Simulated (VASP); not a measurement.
Runs of VASP 6.6.1 on Ca. The structure is that of space group Im-3m (No. 229), or close to it. The cells are those of the table. 

```csv
task,level,cell,cutoff (eV),smearing,gap on the mesh (eV),pressure (GPa)
single point,PBEsol,"a = 3.012 Å, angles 109.5°, 1 atom",520,fermi-dirac 0.05 eV,none,(a)
single point,revPBE+D3(BJ),"a = 3.880 Å, angles 109.5°, 1 atom",520,methfessel-paxton 0.1 eV,none,-1.6
single point,PBE,"a = 3.905 Å, angles 109.5°, 1 atom",520,fermi-dirac 0.05 eV,none,-1.2
relaxation of cell and atoms,BLYP,"relaxed from a = 3.880 Å, angles 109.5°, 1 atom",600,fermi-dirac 0.05 eV,none,0.0
single point,PBE,"a = 3.931 Å, angles 109.5°, 1 atom",520,fermi-dirac 0.05 eV,none,-1.5
```

Alike in all rows: potentials or basis VASP PAW PBE potentials, release 64 (Ca_sv); no spin polarisation; k mesh 8 × 8 × 8.

**Question.** Fill in the values left out.

**Answer.** (a) 30.1.

Caveats: the PAW data sets were made with another functional, which shifts forces and pressure a little (some runs); three body term missing (some runs); pairwise dispersion overbinds metals, which lowers pressure and volume (some runs).

A gap of «none» marks levels without a gap at the run's occupations.
